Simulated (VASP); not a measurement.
# BaS (I4/mmm) in VASP: further runs

The runs below take BaS through single point, with r2SCAN.

Program: VASP 6.6.1. These are calculated values, not measurements. Logs are shortened: lines on timing, memory, paths and dates and some standing lists are left out, and cuts for length are marked.

### 1 The cell of the first run

The structure is tetragonal, space group I4/mmm (No. 139). The conventional cell has a = 4.588 Å, b = 4.588 Å, c = 6.403 Å, α = 90.00°, β = 90.00°, γ = 90.00°. Ba (site symmetry 4/mmm) has 6 S at 3.20 to 3.24 Å within 4.2 Å. S (site symmetry 4/mmm) has 6 Ba at 3.20 to 3.24 Å within 4.2 Å.

### 2 Single point, r2SCAN (epitaxial xy strain +1.0%)

POSCAR

```
BaS
1.0
    0.0000000000      3.2439138341      3.2013870227
    3.2439138341      0.0000000000      3.2013870227
    3.2439138341      3.2439138341      0.0000000000
Ba S
1 1
Direct
    0.0000000000      0.0000000000      0.0000000000
    0.5000000000      0.5000000000      0.5000000000
```

INCAR.step1

```
ALGO = Normal
EDIFF = 1E-4
ENCUT = 520
GGA = PE
ISMEAR = 0
LASPH = True
LCHARG = False
LREAL = False
LWAVE = True
NBANDS = 15
NELM = 60
PREC = Accurate
SIGMA = 0.01
```

INCAR.step2

```
ALGO = Normal
EDIFF = 1E-6
ENCUT = 520
ISIF = 2
ISMEAR = 0
ISTART = 1
LASPH = True
LCHARG = False
LMIXTAU = True
LREAL = False
LWAVE = False
METAGGA = R2SCAN
NBANDS = 15
NELM = 60
PREC = Accurate
SIGMA = 0.01
```

KPOINTS

```
k-points
0
Gamma
  8 8 8
```

Potentials or basis: VASP PAW PBE potentials, release 64 (Ba_sv, S).

Launch:

```sh
> cat potpaw_PBE.64/Ba_sv/POTCAR potpaw_PBE.64/S/POTCAR > POTCAR
> cp INCAR.step1 INCAR
> mpirun -np 1 vasp_std > vasp.out
> cp INCAR.step2 INCAR
> mpirun -np 1 vasp_std > vasp.out
```

OUTCAR:

```text
EDIFF = 1E-6
   ENCUT = 520
   ISIF = 2
   ISMEAR = 0
   ISTART = 1
   LASPH = True
   LREAL = False
   METAGGA = R2SCAN
   NELM = 60
   PREC = Accurate

 ion  position               nearest neighbor table
   1  0.000  0.000  0.000-   2 3.20   2 3.20   2 3.24   2 3.24   2 3.24   2 3.24
   2  0.500  0.500  0.500-   1 3.20   1 3.20   1 3.24   1 3.24   1 3.24   1 3.24

  LATTYP: Found a body centered tetragonal cell.
 ALAT       =     4.5875869394
 C/A-ratio  =     1.3956736145

  Lattice vectors:

 A1 = (   0.0000000000,  -3.2439138341,  -3.2013870227)
 A2 = (   0.0000000000,   3.2439138341,  -3.2013870227)
 A3 = (   3.2439138341,   0.0000000000,   3.2013870227)

Analysis of symmetry for initial positions (statically):
=====================================================================
 Subroutine PRICEL returns:
 Original cell was already a primitive cell.

 Routine SETGRP: Setting up the symmetry group for a
 body centered tetragonal supercell.

 Subroutine GETGRP returns: Found 16 space group operations
 (whereof 16 operations were pure point group operations)
 out of a pool of 16 trial point group operations.

The static configuration has the point symmetry D_4h.

Analysis of symmetry for dynamics (positions and initial velocities):
=====================================================================
 Subroutine PRICEL returns:
 Original cell was already a primitive cell.

 Routine SETGRP: Setting up the symmetry group for a
 body centered tetragonal supercell.

 Subroutine GETGRP returns: Found 16 space group operations
 (whereof 16 operations were pure point group operations)
 out of a pool of 16 trial point group operations.

The dynamic configuration has the point symmetry D_4h.

 Subroutine INISYM returns: Found 16 space group operations
 (whereof 16 operations are pure point group operations),
 and found     1 'primitive' translations

----------------------------------------------------------------------------------------

                                     Primitive cell

  volume of cell :      67.3762

  direct lattice vectors                    reciprocal lattice vectors
     0.000000000  3.243913834  3.201387023    -0.154134797  0.154134797  0.156182304
     3.243913834  0.000000000  3.201387023     0.154134797 -0.154134797  0.156182304
     3.243913834  3.243913834  0.000000000     0.154134797  0.154134797 -0.156182304

  length of vectors
     4.557615147  4.557615147  4.587586939     0.268156639  0.268156639  0.268156639

  position of ions in fractional coordinates (direct lattice)
     0.000000000  0.000000000  0.000000000
     0.500000000  0.500000000  0.500000000

  ion indices of the primitive-cell ions
   primitive index   ion index
                 1           1
                 2           2

----------------------------------------------------------------------------------------

 KPOINTS: k-points

Automatic generation of k-mesh.
 Grid dimensions read from file:
 generate k-points for:    8    8    8

 Generating k-lattice:

  Cartesian coordinates                     Fractional coordinates (reciprocal lattice)
    -0.019266850  0.019266850  0.019522788     0.125000000  0.000000000  0.000000000
     0.019266850 -0.019266850  0.019522788     0.000000000  0.125000000  0.000000000
     0.019266850  0.019266850 -0.019522788     0.000000000  0.000000000  0.125000000

  Length of vectors
     0.033519580  0.033519580  0.033519580

  Shift w.r.t. Gamma in fractional coordinates (k-lattice)
     0.000000000  0.000000000  0.000000000

 Subroutine IBZKPT returns following result:
 ===========================================

 Found     59 irreducible k-points:

 Following reciprocal coordinates:
            Coordinates               Weight
  0.000000  0.000000  0.000000      1.000000
  0.125000  0.000000  0.000000      8.000000
  0.250000  0.000000  0.000000      8.000000
  0.375000  0.000000  0.000000      8.000000
  0.500000  0.000000  0.000000      4.000000
  0.125000  0.125000  0.000000      2.000000
[... 16 lines left out ...]
  0.250000  0.000000  0.125000     16.000000
  0.375000  0.000000  0.125000     16.000000
 [... further k-points ...]
   k-points           NKPTS =     59   k-points in BZ     NKDIM =     59   number of bands    NBANDS=     15
   number of dos      NEDOS =    301   number of ions     NIONS =      2
   total plane-waves  NPLWV =  46656
   dimension x,y,z NGX =    36 NGY =   36 NGZ =   36
   dimension x,y,z NGXF=    72 NGYF=   72 NGZF=   72
   ions per type =               1   1
   NGX,Y,Z   is equivalent  to a cutoff of  13.13, 13.13, 13.05 a.u.
   NGXF,Y,Z  is equivalent  to a cutoff of  26.26, 26.26, 26.09 a.u.
 SYSTEM =  unknown system
   PREC   = accura    normal or accurate (medium, high low for compatibility)
   ISTART =      1    job   : 0-new  1-cont  2-samecut
   ICHARG =      0    charge: 1-file 2-atom 10-const
   ISPIN  =      1    spin polarized calculation?
   LNONCOLLINEAR =      F non collinear calculations
   LSORBIT =      F    spin-orbit coupling
   LASPH  =      T    aspherical Exc in radial PAW
   ENCUT  =  520.0 eV  38.22 Ry    6.18 a.u.   8.47  8.47  8.53*2*pi/ulx,y,z
   NELM   =     60;   NELMIN=  2; NELMDL=  0     # of ELM steps
   EDIFF  = 0.1E-05   stopping-criterion for ELM
   LREAL  =      F    real-space projection
   EDIFFG = 0.1E-04   stopping-criterion for IOM
   NSW    =      0    number of steps for IOM
   IBRION =     -1    ionic relax: 0-MD 1-quasi-New 2-CG
   NFREE  =      0    steps in history (QN), initial steepest desc. (CG)
   ISIF   =      2    stress and relaxation
   ISYM   =      2    0-nonsym 1-usesym 2-fastsym
   POTIM  = 0.5000    time-step for ionic-motion
   TEBEG  =    0.0;   TEEND  =   0.0 temperature during run
   PSTRESS=    0.0 pullay stress
   NELECT =      16.0000    total number of electrons
   NUPDOWN=      -1.0000    fix difference up-down
   EMIN   =  10.00;   EMAX   =-10.00  energy-range for DOS
   EFERMI =   0.00;   METHOD = LEGACY
   ISMEAR =     0;   SIGMA  =   0.01  broadening in eV -4-tet -1-fermi 0-gaus
   EFERMI_NEDOS =   21; number of points for ismear=-14 and -15
   IALGO  =     38    algorithm
   IMIX   =      4    mixing-type and parameters
     AMIX     =   0.40;   BMIX     =  1.00
     AMIX_MAG =   1.60;   BMIX_MAG =  1.00
  volume/ion in A,a.u.               =      33.69       227.34
  Fermi-wavevector in a.u.,A,eV,Ry     =   1.013785  1.915776 13.983526  1.027760
  Thomas-Fermi vector in A             =   2.146974
   LORBIT       =      0    0 simple, 1 ext, 2 COOP (PROOUT), +10 PAW based schemes
   METAGGA = R2SCAN    functional components
   LHFCALC =     F    Hartree Fock is set to
   AEXX    =    0.0000 exact exchange contribution
   IVDW    =     0    specifies the selected vdW correction
   LEPSILON=     F    determine dielectric tensor
   LRPA    =     F    only Hartree local field effects (RPA)
 non-spin polarized calculation
 Gauss-broadening in eV      SIGMA  =   0.01
  energy-cutoff  :      520.00
  volume of cell :       67.38
 maximum number of plane-waves:      1834
 NGX is ok and might be reduce to    36
   NGX = 17   NGY = 17   NGZ = 17

 number of electron      16.0000001 magnetization

 Free energy of the ion-electron system (eV)
  ---------------------------------------------------
  ext. energy  EPLUGINS =         0.00000000
  ---------------------------------------------------
  free energy    TOTEN  =       -39.20492063 eV

  energy without entropy =      -39.20492063  energy(sigma->0) =      -39.20492063

 E-fermi :   1.2295     XC(G=0):  -8.9318

 val. band max:        1.0762162431   @ k =   0.0000   0.0000   0.0000
 cond. band min:       3.5568487009   @ k =   0.5000   0.5000   0.0000
 fundamental gap:      2.4806324577
 Fermi energy:         1.2295423004

 k-point     1 :       0.0000    0.0000    0.0000
  band No.  band energies     occupation
      1     -25.8731      2.00000
      2     -10.5106      2.00000
      3     -10.5106      2.00000
      4     -10.5086      2.00000
      5      -9.6981      2.00000
      6       1.0351      2.00000
      7       1.0351      2.00000
      8       1.0762      2.00000
      9       5.0886      0.00000
     10       5.3197      0.00000
     11       5.3197      0.00000
     12       5.4085      0.00000
     13       6.3142      0.00000
     14       6.4013      0.00000
     15      10.1779      0.00000

 k-point     2 :       0.1250    0.0000    0.0000
  band No.  band energies     occupation
      1     -25.8673      2.00000
      2     -10.7899      2.00000
      3     -10.5163      2.00000
      4     -10.5133      2.00000
      5      -9.4032      2.00000
      6       0.6716      2.00000
      7       0.8472      2.00000
      8       0.8686      2.00000
      9       5.3353      0.00000
     10       5.5564      0.00000
     11       5.6074      0.00000
     12       5.6665      0.00000
     13       6.7454      0.00000
     14       6.8471      0.00000
     15      10.8027      0.00000

 k-point     3 :       0.2500    0.0000    0.0000
  band No.  band energies     occupation
      1     -25.8533      2.00000
      2     -11.1967      2.00000
      3     -10.5300      2.00000
      4     -10.5227      2.00000
      5      -8.9586      2.00000
      6      -0.0313      2.00000
      7       0.4655      2.00000
      8       0.4721      2.00000
      9       5.5533      0.00000
     10       6.2182      0.00000
     11       6.2470      0.00000
     12       6.8130      0.00000
     13       7.8448      0.00000
     14       7.9769      0.00000
     15      12.0190      0.00000
[... 343 lines left out ...]
 k-point    23 :       0.2500    0.0000    0.1250
  band No.  band energies     occupation
      1     -25.8545      2.00000
      2     -11.0727      2.00000
      3     -10.5560      2.00000
      4     -10.5454      2.00000
      5      -9.0930      2.00000
      6      -0.0532      2.00000
      7       0.6924      2.00000
      8       0.7753      2.00000
      9       4.8659      0.00000
     10       6.2243      0.00000
     11       6.4934      0.00000
     12       6.5674      0.00000
     13       7.0758      0.00000
     14       8.5421      0.00000
     15      12.0568      0.00000

 k-point    24 :       0.3750    0.0000    0.1250
  band No.  band energies     occupation
      1     -25.8405      2.00000
      2     -11.3528      2.00000
      3     -10.5686      2.00000
      4     -10.5631      2.00000
      5      -8.8058      2.00000
      6      -0.3873      2.00000
      7       0.2730      2.00000
      8       0.4174      2.00000
      9       5.2916      0.00000
     10       7.1885      0.00000
     11       7.3077      0.00000
     12       7.4283      0.00000
     13       8.2303      0.00000
     14       9.5254      0.00000
     15      11.6442      0.00000

 [... further k-points ...]
[... 5 lines left out ...]
  --------------------------------------------------------------------------------------
  -------------------------------------------------------------------------------------
  Total       -0.2142890     -0.2142890      0.2468741      0.0000000     -0.0000000      0.0000000
  in kB       -5.0956985     -5.0956985      5.8705580      0.0000000     -0.0000000      0.0000000
  external PRESSURE =      -1.4402797 kB  Pullay stress =       0.0000000 kB

 VOLUME and BASIS-vectors are now :
 -----------------------------------------------------------------------------
  energy-cutoff  :      520.00
  volume of cell :       67.38
      direct lattice vectors                 reciprocal lattice vectors
     0.000000000  3.243913834  3.201387023    -0.154134797  0.154134797  0.156182304
     3.243913834  0.000000000  3.201387023     0.154134797 -0.154134797  0.156182304
     3.243913834  3.243913834  0.000000000     0.154134797  0.154134797 -0.156182304

 POSITION                                       TOTAL-FORCE (eV/Angst)
 -----------------------------------------------------------------------------------
      0.00000      0.00000      0.00000         0.000000      0.000000     -0.000000
      3.24391      3.24391      3.20139        -0.000000      0.000000      0.000000
 -----------------------------------------------------------------------------------
    total drift:                                0.000000      0.000000      0.000000

  FREE ENERGIE OF THE ION-ELECTRON SYSTEM (eV)
  ---------------------------------------------------
  free  energy   TOTEN  =       -39.2049206267 eV

  energy  without entropy=      -39.2049206267  energy(sigma->0) =      -39.20492063
```

It took 3.1 min on 1 thread of Intel Xeon 6975P-C, shared host; peak memory 0.25 GiB.

What came out:

```
Free energy            : -39.2049 eV
Pressure               : -0.1 GPa
Band gap on the k mesh : 2.48 eV, indirect (least direct gap 2.64 eV)
```

Stress tensor (GPa, compression positive):
```
-0.51  0.00  0.00
 0.00 -0.51  0.00
 0.00  0.00  0.59
```

Caveat: the cell differs from its parent crystal (epitaxial xy strain +1.0%); the PAW data sets were made with another functional, which shifts forces and pressure a little; spin-orbit coupling is left out, which moves the levels of the heavy elements.

### 3 Single point, r2SCAN (uniaxial x strain +3.0%)

POSCAR

```
BaS
1.0
    0.0000000000      3.2117958753      3.2117958753
    3.3081497516      0.0000000000      3.2117958753
    3.3081497516      3.2117958753      0.0000000000
Ba S
1 1
Direct
    0.0000000000      0.0000000000      0.0000000000
    0.5000000000      0.5000000000      0.5000000000
```

INCAR.step1

```
SYSTEM = BaS
ALGO = Normal
EDIFF = 1E-4
ENCUT = 520
GGA = PE
ISMEAR = 0
LASPH = .True.
LCHARG = .False.
LREAL = .False.
LWAVE = .True.
NBANDS = 15
NELM = 80
PREC = Accurate
SIGMA = 0.01
```

INCAR.step2

```
SYSTEM = BaS
ALGO = Normal
EDIFF = 1E-7
ENCUT = 520
ISIF = 2
ISMEAR = 0
ISTART = 1
LASPH = .True.
LCHARG = .True.
LELF = .True.
LMIXTAU = .True.
LREAL = .False.
LVHAR = .True.
LWAVE = .False.
METAGGA = R2SCAN
NBANDS = 15
NELM = 80
PREC = Accurate
SIGMA = 0.01
```

KPOINTS

```
k-points
0
Gamma
  8 8 8
  0 0 0
```

Potentials or basis: VASP PAW PBE potentials, release 64 (Ba_sv, S).

Launch:

```sh
> cat potpaw_PBE.64/Ba_sv/POTCAR potpaw_PBE.64/S/POTCAR > POTCAR
> cp INCAR.step1 INCAR
> mpirun -np 1 vasp_std > vasp.out
> cp INCAR.step2 INCAR
> mpirun -np 1 vasp_std > vasp.out
```

Wall time 3.4 min (1 thread of Intel Xeon 6975P-C, shared host); peak memory 0.25 GiB.

Results (log left out):

| Property | Result |
| --- | --- |
| Free energy | -39.1956 eV |
| Pressure | -0.6 GPa |
| Band gap on the k mesh | 2.50 eV, indirect (least direct gap 2.66 eV) |

Stress tensor (GPa, compression positive):
```
-2.03  0.00  0.00
 0.00  0.09  0.00
 0.00  0.00  0.09
```

Levels at points of the mesh, in eV from the valence-band top:
| k point | band 4 | band 5 | band 6 | band 7 | band 8 | band 9 | band 10 | band 11 | band 12 | band 13 |
| --- | --- | --- | --- | --- | --- | --- | --- | --- | --- | --- |
| (0.00, 0.00, 0.00) | -11.63 | -10.76 | -0.08 | 0.00 | 0.00 | 3.92 | 4.14 | 4.34 | 4.34 | 5.22 |
| (0.50, 0.00, 0.00) | -11.64 | -9.62 | -1.85 | -1.04 | -1.02 | 5.84 | 5.96 | 6.62 | 6.69 | 9.00 |
| (0.50, 0.50, 0.00) | -11.79 | -10.67 | -0.55 | -0.25 | -0.16 | 2.50 | 6.24 | 6.57 | 7.62 | 7.89 |
| (0.00, 0.50, 0.50) | -11.77 | -10.66 | -0.69 | -0.15 | -0.15 | 2.52 | 6.33 | 6.41 | 7.77 | 7.77 |

Caveat: the cell differs from its parent crystal (uniaxial x strain +3.0%); the PAW data sets were made with another functional, which shifts forces and pressure a little; spin-orbit coupling is left out, which moves the levels of the heavy elements.

### 4 Single point, r2SCAN (uniaxial z strain +5.0%)

POSCAR

```
BaS
1.0
    0.0000000000      3.2117958753      3.3723856691
    3.2117958753      0.0000000000      3.3723856691
    3.2117958753      3.2117958753      0.0000000000
Ba S
1 1
Direct
    0.0000000000      0.0000000000      0.0000000000
    0.5000000000      0.5000000000      0.5000000000
```

INCAR.step1

```
SYSTEM = BaS
PREC     = Accurate       ! precision mode
ENCUT    = 520            ! plane-wave cutoff, eV
ISMEAR   = 0              ! smearing method
SIGMA    = 0.01           ! smearing width, eV
LREAL    = .False.        ! projectors in reciprocal space
LASPH    = .True.         ! aspherical terms in the spheres
NELM     = 100            ! most SCF steps
NBANDS   = 15             ! bands
GGA      = PE             ! functional
ALGO     = Normal         ! electronic algorithm
EDIFF    = 1E-4           ! SCF threshold, eV
LWAVE    = .True.         ! write WAVECAR
LCHARG   = .False.        ! write CHGCAR
```

INCAR.step2

```
SYSTEM = BaS
PREC     = Accurate       ! precision mode
ENCUT    = 520            ! plane-wave cutoff, eV
EDIFF    = 1E-6           ! SCF threshold, eV
ISMEAR   = 0              ! smearing method
SIGMA    = 0.01           ! smearing width, eV
LREAL    = .False.        ! projectors in reciprocal space
LASPH    = .True.         ! aspherical terms in the spheres
NELM     = 100            ! most SCF steps
ALGO     = Normal         ! electronic algorithm
ISIF     = 2              ! what is computed and relaxed
LWAVE    = .False.        ! write WAVECAR
LCHARG   = .False.        ! write CHGCAR
METAGGA  = R2SCAN         ! meta-GGA
LMIXTAU  = .True.       
NBANDS   = 15             ! bands
ISTART   = 1
```

KPOINTS

```
Automatic mesh
0
Gamma
  8 8 8
  0 0 0
```

Launch:

```sh
> cat potpaw_PBE.64/Ba_sv/POTCAR potpaw_PBE.64/S/POTCAR > POTCAR
> cp INCAR.step1 INCAR
> mpirun -np 1 vasp_std > vasp.out
> cp INCAR.step2 INCAR
> mpirun -np 1 vasp_std > vasp.out
```

Run time: 3.3 min. Hardware: 1 thread of Intel Xeon 6975P-C, shared host; peak memory 0.25 GiB.

Results (log left out):

```yaml
Free_energy: -39.1736 eV
Pressure: -1.2 GPa
Band_gap_on_the_k_mesh: 2.51 eV, indirect (least direct gap 2.68 eV)
```

Stress tensor (GPa, compression positive):
```
-0.21  0.00  0.00
 0.00 -0.21  0.00
 0.00  0.00 -3.26
```

Levels at points of the mesh, in eV from the valence-band top:
| k point | band 4 | band 5 | band 6 | band 7 | band 8 | band 9 | band 10 | band 11 | band 12 | band 13 |
| --- | --- | --- | --- | --- | --- | --- | --- | --- | --- | --- |
| (0.00, 0.00, 0.00) | -11.70 | -10.75 | -0.12 | 0.00 | 0.00 | 3.75 | 4.04 | 4.36 | 4.36 | 5.19 |
| (0.50, 0.00, 0.00) | -11.71 | -9.67 | -1.83 | -1.03 | -1.00 | 5.76 | 5.87 | 6.52 | 6.63 | 8.67 |
| (0.50, 0.50, 0.00) | -11.83 | -10.65 | -0.77 | -0.15 | -0.15 | 2.55 | 6.25 | 6.28 | 7.65 | 7.65 |
| (0.50, 0.00, 0.50) | -11.86 | -10.65 | -0.55 | -0.30 | -0.17 | 2.51 | 6.06 | 6.58 | 7.39 | 7.85 |

Caveat: the cell differs from its parent crystal (uniaxial z strain +5.0%); the PAW data sets were made with another functional, which shifts forces and pressure a little; spin-orbit coupling is left out, which moves the levels of the heavy elements. A k mesh can miss the band edges.

### 5 Overview

| cell | gap on the mesh (eV) | pressure (GPa) |
| --- | --- | --- |
| a = 4.558, b = 4.558, c = 4.588 Å, angles 59.8, 59.8, 60.4°, 2 atoms | 2.48 | -0.1 |
| a = 4.542, b = 4.611, c = 4.611 Å, angles 59.0, 60.5, 60.5°, 2 atoms | 2.50 | -0.6 |
| a = 4.657, b = 4.657, c = 4.542 Å, angles 60.8, 60.8, 58.4°, 2 atoms | 2.51 | -1.2 |

Alike in all rows: task single point; level r2SCAN; potentials or basis VASP PAW PBE potentials, release 64 (Ba_sv, S); no spin polarisation; k mesh 8 × 8 × 8; cutoff (eV) 520; smearing gaussian 0.01 eV.

Caveats: the PAW data sets were made with another functional, which shifts forces and pressure a little; spin-orbit coupling is left out, which moves the levels of the heavy elements.

Total energies depend on the potentials used, so only differences within one code and one set of settings carry meaning.
